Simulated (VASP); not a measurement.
# ZrTi3N4 (P4/mmm) in VASP: a series of runs, part 2 of 2

VASP 6.6.1.

## (4) Single point, PBE, collinear spin

Input file INCAR:

```
PREC = Accurate
ENCUT = 520
EDIFF = 1E-6
ISMEAR = 0
SIGMA = 0.1
LREAL = False
LASPH = True
NELM = 150
ALGO = Normal
ISIF = 2
LWAVE = False
LCHARG = False
ISPIN = 2
MAGMOM = 0 1 1 1 0 0 0 0
LORBIT = 11
LMAXMIX = 4
GGA = PE
NBANDS = 48
```

Input file KPOINTS:

```
Automatic mesh
0
Gamma
  6 6 2
```

Input file POSCAR:

```
ZrTi3N4
1.0
    3.0846906000      0.0000000000      0.0000000000
    0.0000000000      3.0846906000      0.0000000000
    0.0000000000      0.0000000000      8.6891480000
Zr Ti N
1 3 4
Direct
    0.0000000000      0.0000000000      0.0000000000
    0.0000000000      0.0000000000      0.5000000000
    0.5000000000      0.5000000000      0.2625930000
    0.5000000000      0.5000000000      0.7374070000
    0.0000000000      0.0000000000      0.7417020000
    0.5000000000      0.5000000000      0.5000000000
    0.0000000000      0.0000000000      0.2582980000
    0.5000000000      0.5000000000      0.0000000000
```

Launch:

```
> cat potpaw_PBE.64/Zr_sv/POTCAR potpaw_PBE.64/Ti_sv/POTCAR potpaw_PBE.64/N/POTCAR > POTCAR
> mpirun -np 1 vasp_std > vasp.out
```

Run time: 5.3 min. Hardware: 1 thread of Intel Xeon 8259CL, shared host; peak memory 0.26 GiB.

It converged, with:

```yaml
Free_energy: -78.8725 eV
Pressure: 0.4 GPa
Largest_force: 0.025 eV/Å
Band_gap_on_the_k_mesh: zero (filled and empty bands overlap)
Net_moment: 0.00 μB per cell
Valence_electrons_inside_the_program's_atomic_spheres: Zr 10.00; Ti 10.32, 10.29 (each value once); N 3.72, 3.73, 3.77 (each value once)
```

Forces in eV/Å, atoms in the order of the input:
```
Zr   0.000  0.000  0.000
Ti   0.000  0.000  0.000
Ti   0.000  0.000  0.025
Ti   0.000  0.000 -0.025
N    0.000  0.000 -0.002
N    0.000  0.000  0.000
N    0.000  0.000  0.002
N    0.000  0.000  0.000
```

Stress tensor (GPa, compression positive):
```
-0.02  0.00  0.00
 0.00 -0.02  0.00
 0.00  0.00  1.24
```

Levels at points of the mesh, in eV from the Fermi level:
Spin up:
| k point | band 31 | band 32 | band 33 | band 34 | band 35 | band 36 | band 37 | band 38 |
| --- | --- | --- | --- | --- | --- | --- | --- | --- |
| (0.00, 0.00, 0.00) | -2.15 | -2.13 | -2.13 | -2.05 | -1.80 | -0.50 | -0.50 | -0.44 |
| (0.50, 0.00, 0.00) | -4.86 | -4.44 | 0.79 | 1.20 | 1.41 | 1.44 | 1.50 | 1.56 |
| (0.50, 0.50, 0.00) | -2.96 | -2.89 | -2.89 | -2.84 | 0.86 | 0.86 | 1.34 | 1.34 |
| (0.00, 0.00, 0.50) | -2.77 | -2.65 | -2.62 | -2.62 | -1.08 | -0.78 | 0.22 | 0.22 |
| (0.50, 0.00, 0.50) | -4.99 | -4.75 | 1.07 | 1.11 | 1.25 | 1.27 | 1.31 | 1.39 |
| (0.50, 0.50, 0.50) | -3.71 | -3.71 | -1.24 | -1.24 | -0.79 | -0.79 | 2.07 | 2.13 |
Spin down:
```csv
k point,band 31,band 32,band 33,band 34,band 35,band 36,band 37,band 38
"(0.00, 0.00, 0.00)",-2.15,-2.13,-2.13,-2.04,-1.80,-0.50,-0.50,-0.44
"(0.50, 0.00, 0.00)",-4.86,-4.44,0.79,1.20,1.41,1.44,1.50,1.56
"(0.50, 0.50, 0.00)",-2.96,-2.89,-2.89,-2.84,0.86,0.86,1.34,1.34
"(0.00, 0.00, 0.50)",-2.77,-2.65,-2.62,-2.62,-1.08,-0.78,0.22,0.22
"(0.50, 0.00, 0.50)",-4.99,-4.75,1.07,1.11,1.25,1.27,1.31,1.39
"(0.50, 0.50, 0.50)",-3.71,-3.71,-1.24,-1.24,-0.79,-0.79,2.07,2.13
```

Caveat: the k points lie up to 0.36 Å⁻¹ apart, too coarse for converged energies and pressures of a metal.

## (5) Single point, PBE, collinear spin

Input file INCAR:

```
SYSTEM = ZrTi3N4
PREC = Accurate ; ENCUT = 520
EDIFF = 1E-6 ; ISMEAR = 0
SIGMA = 0.1 ; LREAL = .False.
LASPH = .True. ; NELM = 150
ALGO = Normal ; ISIF = 2
LWAVE = .False. ; LCHARG = .False.
ISPIN = 2 ; MAGMOM = 0 1 1 1 0 0 0 0
LORBIT = 11 ; LMAXMIX = 4
GGA = PE ; NBANDS = 48
```

Input file KPOINTS:

```
regular mesh
0
Gamma
  6 6 2
  0 0 0
```

POSCAR is that of step 4.

Launch:

```
> cat potpaw_PBE.64/Zr_sv/POTCAR potpaw_PBE.64/Ti_sv/POTCAR potpaw_PBE.64/N/POTCAR > POTCAR
> mpirun -np 1 vasp_std > vasp.out
```

Run time: 5 min. Hardware: 1 thread of Intel Xeon 8259CL, shared host; peak memory 0.26 GiB.

The run converged. Its results:

- Free energy: -78.8725 eV
- Pressure: 0.4 GPa
- Largest force: 0.025 eV/Å
- Band gap on the k mesh: zero (filled and empty bands overlap)
- Net moment: 0.00 μB per cell
- Valence electrons inside the program's atomic spheres: Zr 10.00; Ti 10.32, 10.29 (each value once); N 3.72, 3.73, 3.77 (each value once)

Forces on the atoms (eV/Å):
```
Zr   0.000  0.000  0.000
Ti   0.000  0.000  0.000
Ti   0.000  0.000  0.025
Ti   0.000  0.000 -0.025
N    0.000  0.000 -0.002
N    0.000  0.000  0.000
N    0.000  0.000  0.002
N    0.000  0.000  0.000
```

Stress tensor (GPa, compression positive):
```
-0.02  0.00  0.00
 0.00 -0.02  0.00
 0.00  0.00  1.24
```

Levels at points of the mesh, in eV from the Fermi level:
Spin up:
| k point | band 32 | band 33 | band 34 | band 35 | band 36 | band 37 |
| --- | --- | --- | --- | --- | --- | --- |
| (0.00, 0.00, 0.00) | -2.13 | -2.13 | -2.05 | -1.80 | -0.50 | -0.50 |
| (0.50, 0.00, 0.00) | -4.44 | 0.79 | 1.20 | 1.41 | 1.44 | 1.50 |
| (0.50, 0.50, 0.00) | -2.89 | -2.89 | -2.84 | 0.86 | 0.86 | 1.34 |
| (0.00, 0.00, 0.50) | -2.65 | -2.62 | -2.62 | -1.08 | -0.78 | 0.22 |
| (0.50, 0.00, 0.50) | -4.75 | 1.07 | 1.11 | 1.25 | 1.27 | 1.31 |
| (0.50, 0.50, 0.50) | -3.71 | -1.24 | -1.24 | -0.79 | -0.79 | 2.07 |
Spin down:
```tsv
k point	band 32	band 33	band 34	band 35	band 36	band 37
(0.00, 0.00, 0.00)	-2.13	-2.13	-2.04	-1.80	-0.50	-0.50
(0.50, 0.00, 0.00)	-4.44	0.79	1.20	1.41	1.44	1.50
(0.50, 0.50, 0.00)	-2.89	-2.89	-2.84	0.86	0.86	1.34
(0.00, 0.00, 0.50)	-2.65	-2.62	-2.62	-1.08	-0.78	0.22
(0.50, 0.00, 0.50)	-4.75	1.07	1.11	1.25	1.27	1.31
(0.50, 0.50, 0.50)	-3.71	-1.24	-1.24	-0.79	-0.79	2.07
```

Caveat: the k points lie up to 0.36 Å⁻¹ apart, too coarse for converged energies and pressures of a metal.

## (6) Summary

| spin | k mesh | gap on the mesh (eV) | pressure (GPa) | largest force (eV/Å) |
| --- | --- | --- | --- | --- |
| off | 6 × 6 × 2 | none | 0.4 | 0.02 |
| off | 12 × 12 × 6 | none | 0.4 | 0.01 |
| collinear | 6 × 6 × 2 | none | 0.4 | 0.03 |

Alike in all rows: task single point; level PBE; potentials or basis VASP PAW PBE potentials, release 64 (Zr_sv, Ti_sv, N); cell as given; cutoff (eV) 520; smearing gaussian 0.1 eV.

Caveats: some runs use coarse meshes.

Total energies depend on the potentials used, so only differences within one code and one set of settings carry meaning.
